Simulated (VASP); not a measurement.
# Ga3Se (P4mm) in VASP: notebook

Runs on Ga3Se. Level: PBEsol+D3(BJ). Tasks: single point.

Program: VASP 6.6.1. These are calculated values, not measurements. Logs are shortened: lines on timing, memory, paths and dates and some standing lists are left out, and cuts for length are marked.

### 1 The cell of the first run

It takes space group P4mm (No. 99, tetragonal). Conventional cell: a = 4.225 Å, b = 4.225 Å, c = 4.225 Å, α = 90.00°, β = 90.00°, γ = 90.00°. Within 3.9 Å of Ga (site symmetry 4mm) lie 8 Ga at 2.99 Å and 4 Se at 2.99 Å. Within 3.8 Å of Ga (site symmetry 2mm) lie 4 Se at 2.92 to 3.06 Å and 8 Ga at 2.99 Å. Within 3.8 Å of Se (site symmetry 4mm) lie 12 Ga at 2.92 to 3.06 Å.

### 2 Single point, PBEsol+D3(BJ) (all Se atoms moved -0.100 Å, as atom 4 along Cartesian [1 0 0])

Input file INCAR:

```
ALGO = Normal
EDIFF = 1E-6
ENCUT = 520
GGA = PS
ISIF = 2
ISMEAR = 0
IVDW = 12
LASPH = True
LCHARG = False
LREAL = False
LWAVE = False
NBANDS = 30
NELM = 80
PREC = Accurate
SIGMA = 0.15
```

Input file KPOINTS:

```
k-points
0
Gamma
  12 12 12
```

Input file POSCAR:

```
Ga3Se
1.0
    4.2249181734      0.0000000000      0.0000000000
    0.0000000000      4.2249181734      0.0000000000
    0.0000000000      0.0000000000      4.2249181734
Ga Se
3 1
Direct
    0.0000000000      0.5000000000      0.5000000000
    0.5000000000      0.0000000000      0.5000000000
    0.5000000000      0.5000000000      0.0000000000
   -0.0236690975      0.0000000000      0.0000000000
```

Potentials or basis: VASP PAW PBE potentials, release 64 (Ga_d, Se).

Launch:

```bash
> cat potpaw_PBE.64/Ga_d/POTCAR potpaw_PBE.64/Se/POTCAR > POTCAR
> mpirun -np 1 vasp_std > vasp.out
```

OUTCAR:

```text
EDIFF = 1E-6
   ENCUT = 520
   GGA = PS
   ISIF = 2
   ISMEAR = 0
   IVDW = 12
   LASPH = True
   LREAL = False
   NELM = 80
   PREC = Accurate
 IVDW          = 12

 ion  position               nearest neighbor table
   1  0.000  0.500  0.500-
   2  0.500  0.000  0.500-
   3  0.500  0.500  0.000-
   4  0.976  0.000  0.000-

  LATTYP: Found a simple cubic cell.
 ALAT       =     4.2249181734

  Lattice vectors:

 A1 = (   4.2249181734,   0.0000000000,   0.0000000000)
 A2 = (   0.0000000000,   4.2249181734,   0.0000000000)
 A3 = (   0.0000000000,   0.0000000000,   4.2249181734)

Analysis of symmetry for initial positions (statically):
=====================================================================
 Subroutine PRICEL returns:
 Original cell was already a primitive cell.

 Routine SETGRP: Setting up the symmetry group for a
 simple cubic supercell.

 Subroutine GETGRP returns: Found  8 space group operations
 (whereof  8 operations were pure point group operations)
 out of a pool of 48 trial point group operations.

The static configuration has the point symmetry C_4v.

Analysis of symmetry for dynamics (positions and initial velocities):
=====================================================================
 Subroutine PRICEL returns:
 Original cell was already a primitive cell.

 Routine SETGRP: Setting up the symmetry group for a
 simple cubic supercell.

 Subroutine GETGRP returns: Found  8 space group operations
 (whereof  8 operations were pure point group operations)
 out of a pool of 48 trial point group operations.

The dynamic configuration has the point symmetry C_4v.

 Subroutine INISYM returns: Found  8 space group operations
 (whereof  8 operations are pure point group operations),
 and found     1 'primitive' translations

----------------------------------------------------------------------------------------

                                     Primitive cell

  volume of cell :      75.4145

  direct lattice vectors                    reciprocal lattice vectors
     4.224918173  0.000000000  0.000000000     0.236690975  0.000000000  0.000000000
     0.000000000  4.224918173  0.000000000     0.000000000  0.236690975  0.000000000
     0.000000000  0.000000000  4.224918173     0.000000000  0.000000000  0.236690975

  length of vectors
     4.224918173  4.224918173  4.224918173     0.236690975  0.236690975  0.236690975

  position of ions in fractional coordinates (direct lattice)
     0.000000000  0.500000000  0.500000000
     0.500000000  0.000000000  0.500000000
     0.500000000  0.500000000  0.000000000
     0.976330903  0.000000000  0.000000000

  ion indices of the primitive-cell ions
   primitive index   ion index
                 1           1
                 2           2
                 3           3
                 4           4

----------------------------------------------------------------------------------------

 KPOINTS: k-points

Automatic generation of k-mesh.
 Grid dimensions read from file:
 generate k-points for:   12   12   12

 Generating k-lattice:

  Cartesian coordinates                     Fractional coordinates (reciprocal lattice)
     0.019724248  0.000000000  0.000000000     0.083333333  0.000000000  0.000000000
     0.000000000  0.019724248  0.000000000     0.000000000  0.083333333  0.000000000
     0.000000000  0.000000000  0.019724248     0.000000000  0.000000000  0.083333333

  Length of vectors
     0.019724248  0.019724248  0.019724248

  Shift w.r.t. Gamma in fractional coordinates (k-lattice)
     0.000000000  0.000000000  0.000000000

 Subroutine IBZKPT returns following result:
 ===========================================

 Found    196 irreducible k-points:

 Following reciprocal coordinates:
            Coordinates               Weight
  0.000000  0.000000  0.000000      1.000000
  0.083333  0.000000  0.000000      2.000000
  0.000000  0.083333  0.000000      4.000000
  0.166667  0.000000  0.000000      2.000000
  0.000000  0.166667  0.000000      4.000000
  0.250000  0.000000  0.000000      2.000000
[... 16 lines left out ...]
  0.000000  0.333333  0.083333      8.000000
  0.083333  0.000000  0.333333      8.000000
 [... further k-points ...]
   k-points           NKPTS =    196   k-points in BZ     NKDIM =    196   number of bands    NBANDS=     30
   number of dos      NEDOS =    301   number of ions     NIONS =      4
   total plane-waves  NPLWV =  32768
   dimension x,y,z NGX =    32 NGY =   32 NGZ =   32
   dimension x,y,z NGXF=    64 NGYF=   64 NGZF=   64
   ions per type =               3   1
   NGX,Y,Z   is equivalent  to a cutoff of  12.59, 12.59, 12.59 a.u.
   NGXF,Y,Z  is equivalent  to a cutoff of  25.18, 25.18, 25.18 a.u.
 SYSTEM =  unknown system
   PREC   = accura    normal or accurate (medium, high low for compatibility)
   ISTART =      0    job   : 0-new  1-cont  2-samecut
   ICHARG =      2    charge: 1-file 2-atom 10-const
   ISPIN  =      1    spin polarized calculation?
   LNONCOLLINEAR =      F non collinear calculations
   LSORBIT =      F    spin-orbit coupling
   LASPH  =      T    aspherical Exc in radial PAW
   ENCUT  =  520.0 eV  38.22 Ry    6.18 a.u.   7.86  7.86  7.86*2*pi/ulx,y,z
   NELM   =     80;   NELMIN=  2; NELMDL= -5     # of ELM steps
   EDIFF  = 0.1E-05   stopping-criterion for ELM
   LREAL  =      F    real-space projection
   EDIFFG = 0.1E-04   stopping-criterion for IOM
   NSW    =      0    number of steps for IOM
   IBRION =     -1    ionic relax: 0-MD 1-quasi-New 2-CG
   NFREE  =      0    steps in history (QN), initial steepest desc. (CG)
   ISIF   =      2    stress and relaxation
   ISYM   =      2    0-nonsym 1-usesym 2-fastsym
   POTIM  = 0.5000    time-step for ionic-motion
   TEBEG  =    0.0;   TEEND  =   0.0 temperature during run
   PSTRESS=    0.0 pullay stress
   NELECT =      45.0000    total number of electrons
   NUPDOWN=      -1.0000    fix difference up-down
   EMIN   =  10.00;   EMAX   =-10.00  energy-range for DOS
   EFERMI =   0.00;   METHOD = LEGACY
   ISMEAR =     0;   SIGMA  =   0.15  broadening in eV -4-tet -1-fermi 0-gaus
   EFERMI_NEDOS =   21; number of points for ismear=-14 and -15
   IALGO  =     38    algorithm
   IMIX   =      4    mixing-type and parameters
     AMIX     =   0.40;   BMIX     =  1.00
     AMIX_MAG =   1.60;   BMIX_MAG =  1.00
  volume/ion in A,a.u.               =      18.85       127.23
  Fermi-wavevector in a.u.,A,eV,Ry     =   1.378248  2.604511 25.845185  1.899568
  Thomas-Fermi vector in A             =   2.503327
   LORBIT       =      0    0 simple, 1 ext, 2 COOP (PROOUT), +10 PAW based schemes
   GGA     = PS    functional components
   LHFCALC =     F    Hartree Fock is set to
   AEXX    =    0.0000 exact exchange contribution
   IVDW    =    12    specifies the selected vdW correction
   LEPSILON=     F    determine dielectric tensor
   LRPA    =     F    only Hartree local field effects (RPA)
 non-spin polarized calculation
 Gauss-broadening in eV      SIGMA  =   0.15
  energy-cutoff  :      520.00
  volume of cell :       75.41
 maximum number of plane-waves:      2054
 NGX is ok and might be reduce to    32
   NGX = 15   NGY = 15   NGZ = 15

 number of electron      44.9999975 magnetization

 Free energy of the ion-electron system (eV)
  ---------------------------------------------------
  ext. energy  EPLUGINS =         0.00000000
  ---------------------------------------------------
  free energy    TOTEN  =       -14.00148727 eV

  energy without entropy =      -13.98379819  energy(sigma->0) =      -13.99264273

 E-fermi :   5.8572     XC(G=0): -11.1024

 val. band max:        5.8537154469   @ k =   0.0000   0.1667   0.1667
 cond. band min:       5.8575478739   @ k =   0.0833   0.4167   0.3333
 fundamental gap:      0.0038324270
 Fermi energy:         5.8571644039

 k-point     1 :       0.0000    0.0000    0.0000
  band No.  band energies     occupation
      1      -9.3186      2.00000
      2      -9.2000      2.00000
      3      -9.1983      2.00000
      4      -9.1983      2.00000
      5      -9.1299      2.00000
      6      -9.1270      2.00000
[... 22 lines left out ...]
     29      12.2469      0.00000
     30      13.1686      0.00000

 k-point     2 :       0.0833    0.0000    0.0000
  band No.  band energies     occupation
      1      -9.3079      2.00000
      2      -9.1987      2.00000
      3      -9.1935      2.00000
      4      -9.1935      2.00000
      5      -9.1290      2.00000
      6      -9.1230      2.00000
[... 22 lines left out ...]
     29      12.5179      0.00000
     30      13.2073      0.00000

 k-point     3 :       0.0000    0.0833    0.0000
  band No.  band energies     occupation
      1      -9.3079      2.00000
      2      -9.1970      2.00000
      3      -9.1951      2.00000
      4      -9.1935      2.00000
      5      -9.1275      2.00000
      6      -9.1245      2.00000
[... 22 lines left out ...]
     29      12.5173      0.00000
     30      13.2056      0.00000

 k-point     4 :       0.1667    0.0000    0.0000
  band No.  band energies     occupation
      1      -9.2782      2.00000
      2      -9.1950      2.00000
      3      -9.1793      2.00000
      4      -9.1793      2.00000
      5      -9.1266      2.00000
      6      -9.1117      2.00000
[... 22 lines left out ...]
     29      13.0679      0.00000
     30      13.3479      0.00000

 k-point     5 :       0.0000    0.1667    0.0000
  band No.  band energies     occupation
      1      -9.2784      2.00000
      2      -9.1932      2.00000
      3      -9.1809      2.00000
      4      -9.1793      2.00000
      5      -9.1246      2.00000
      6      -9.1137      2.00000
[... 22 lines left out ...]
     29      13.0619      0.00000
     30      13.3456      0.00000
[... 526 lines left out ...]
     29      13.3380      0.00000
     30      13.7812      0.00000

 k-point    22 :       0.3333    0.0833    0.0000
  band No.  band energies     occupation
      1      -9.1865      2.00000
      2      -9.1802      2.00000
      3      -9.1269      2.00000
      4      -9.1264      2.00000
      5      -9.1148      2.00000
      6      -9.0717      2.00000
[... 22 lines left out ...]
     29      12.5725      0.00000
     30      13.0753      0.00000

 k-point    23 :       0.0000    0.3333    0.0833
  band No.  band energies     occupation
      1      -9.1865      2.00000
      2      -9.1774      2.00000
      3      -9.1290      2.00000
      4      -9.1256      2.00000
      5      -9.1131      2.00000
      6      -9.0741      2.00000
[... 22 lines left out ...]
     29      12.5676      0.00000
     30      13.0674      0.00000

 k-point    24 :       0.0833    0.0000    0.3333
  band No.  band energies     occupation
      1      -9.1859      2.00000
      2      -9.1781      2.00000
      3      -9.1272      2.00000
      4      -9.1270      2.00000
      5      -9.1134      2.00000
      6      -9.0743      2.00000
[... 22 lines left out ...]
     29      12.5673      0.00000
     30      13.0697      0.00000

 [... further k-points ...]

------------------------ aborting loop because EDIFF is reached ----------------------------------------

 Edisp (eV)   -1.29476

 E8    (eV) :    -0.8763

  FORCE on cell =-STRESS in cart. coord.  units (eV):
  Direction    XX          YY          ZZ          XY          YZ          ZX
  --------------------------------------------------------------------------------------
  -------------------------------------------------------------------------------------
  Total       0.09224     0.16089     0.16089     0.00000     0.00000     0.00000
  in kB       1.95970     3.41806     3.41806     0.00000     0.00000     0.00000
  external pressure =        2.93 kB  Pullay stress =        0.00 kB

 VOLUME and BASIS-vectors are now :
 -----------------------------------------------------------------------------
  energy-cutoff  :      520.00
  volume of cell :       75.41
      direct lattice vectors                 reciprocal lattice vectors
     4.224918173  0.000000000  0.000000000     0.236690975  0.000000000  0.000000000
     0.000000000  4.224918173  0.000000000     0.000000000  0.236690975  0.000000000
     0.000000000  0.000000000  4.224918173     0.000000000  0.000000000  0.236690975

 POSITION                                       TOTAL-FORCE (eV/Angst)
 -----------------------------------------------------------------------------------
      0.00000      2.11246      2.11246         0.130110      0.000000      0.000000
      2.11246      0.00000      2.11246        -0.120058      0.000000     -0.000000
      2.11246      2.11246      0.00000        -0.120058      0.000000      0.000000
      4.12492      0.00000      0.00000         0.110006      0.000000      0.000000
 -----------------------------------------------------------------------------------
    total drift:                                0.000308     -0.000000      0.000000

  FREE ENERGIE OF THE ION-ELECTRON SYSTEM (eV)
  ---------------------------------------------------
  free  energy   TOTEN  =       -15.2962427569 eV

  energy  without entropy=      -15.2785536840  energy(sigma->0) =      -15.28739822
```

Run time: 97 s. Hardware: 1 thread of Intel Xeon 6975P-C (Granite Rapids), shared host; peak memory 0.46 GiB.

What came out:

- Free energy: -15.2962 eV
- Pressure: 0.3 GPa
- Largest force: 0.130 eV/Å
- Band gap on the k mesh: zero (an odd number of electrons rules out a gap without spin polarisation)
- Dispersion energy per atom: -0.324 eV

Forces in eV/Å, atoms in the order of the input:
```
Ga   0.130  0.000  0.000
Ga  -0.120  0.000  0.000
Ga  -0.120  0.000  0.000
Se   0.110  0.000  0.000
```

Levels at points of the mesh, in eV from the Fermi level:
```
           k point  band 18  band 19  band 20  band 21  band 22  band 23  band 24  band 25  band 26  band 27
(0.00, 0.00, 0.00)    -4.44    -4.44    -4.44    -2.69    -2.66     1.78     1.78     1.78     4.71     4.71
(0.50, 0.00, 0.00)    -5.33    -3.33    -3.33    -1.69    -1.20    -0.55    -0.55     0.83     4.62     4.62
(0.00, 0.50, 0.00)    -5.33    -3.32    -3.30    -1.69    -1.27    -0.57    -0.48     0.82     4.64     4.64
(0.50, 0.50, 0.00)    -7.59    -6.96    -2.56    -1.01    -0.45    -0.43     1.51     1.54     1.72     1.92
(0.00, 0.50, 0.50)    -7.61    -6.98    -2.59    -0.92    -0.45    -0.45     1.53     1.53     1.71     1.91
(0.50, 0.50, 0.50)    -5.87    -5.78    -5.26    -5.18    -5.18    -4.12     4.62     4.62     4.64     9.59
```

Caveat: the cell differs from its parent crystal (all Se atoms moved -0.100 Å, as atom 4 along Cartesian [1 0 0]); the PAW data sets were made with another functional, which shifts forces and pressure a little.

(Continued in part 2 of 2.)
